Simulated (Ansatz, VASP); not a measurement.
# Si12HO24: VASP beside Ansatz

```
Si O H
1.0
    -2.45850    4.25825    5.41000
     4.91700    0.00000    5.41000
     4.91700    8.51649    0.00000
Si O H
12 24 1
Cartesian
  7.2301 8.5808 3.6067
  3.8098 2.0573 7.2402
  1.3362 2.3352 0.0210
  4.7971 4.3027 3.5910
  6.2555 6.2817 7.1981
  3.7892 6.5647 -0.0157
  -0.1357 4.3143 3.6355
  1.3430 6.2862 7.1925
  3.7975 6.5489 5.3838
  2.3569 8.5655 3.6047
  3.7866 10.5937 7.2038
  1.3507 2.3369 5.4281
  6.3049 9.7452 4.2442
  0.3780 1.8397 1.2293
  0.7965 4.9029 7.8289
  0.8295 3.7361 4.8043
  0.3658 6.8347 6.0181
  3.8293 3.1583 8.4314
  3.8272 5.4565 4.1873
  2.8105 6.0201 1.1589
  3.2610 9.1996 7.8301
  3.2727 7.9670 4.8030
  2.8066 11.0856 6.0090
  6.3562 7.4054 8.3646
  3.8150 5.4401 9.6977
  2.7969 5.9976 6.5393
  0.7942 4.9047 2.4434
  5.7049 3.7319 4.8155
  5.2862 6.7733 5.9878
  3.8683 3.1360 2.9645
  6.3098 9.7174 9.6172
  5.2718 10.3504 6.6062
  3.3091 9.1615 2.4369
  8.1605 7.9601 4.7814
  2.8277 2.5622 6.0511
  6.2625 7.4495 2.9721
  4.1033 7.0996 8.1160
```

Alike in both runs: functional PBEsol; k mesh 2 × 2 × 1; occupations fermi-dirac, width 0.05 eV; collinear spin.

Ansatz relaxed the structure, and its values are those at the end. VASP's run is a single point on that final structure, the one shown.

|  | VASP | Ansatz |
| --- | --- | --- |
| version | VASP 6.6.1 | Ansatz 0.2.0 |
| potentials or method | VASP PAW PBE potentials, release 64 (Si, O, H), cutoff 520 eV | scalar-relativistic, plane waves, PAW |
| valence electrons in the cell | 193 | 193 |

```csv
,VASP,Ansatz,Ansatz less VASP
gap on the k mesh at the Fermi level (eV),2.74,2.74,+0.003
rms of the force components (eV/Å),0.010,0.002,-0.0079
net moment per atom (μB),0.03,0.03,0.000
size of the moment on the site where the two differ most (μB),0.36,0.68,+0.324
```

VASP's potentials were made for PBE, not for PBEsol, and Ansatz warns of the same on its side. Site moments also hang on the region over which each program counts them.

The k mesh is coarse, so the values compare programs but aren't converged.
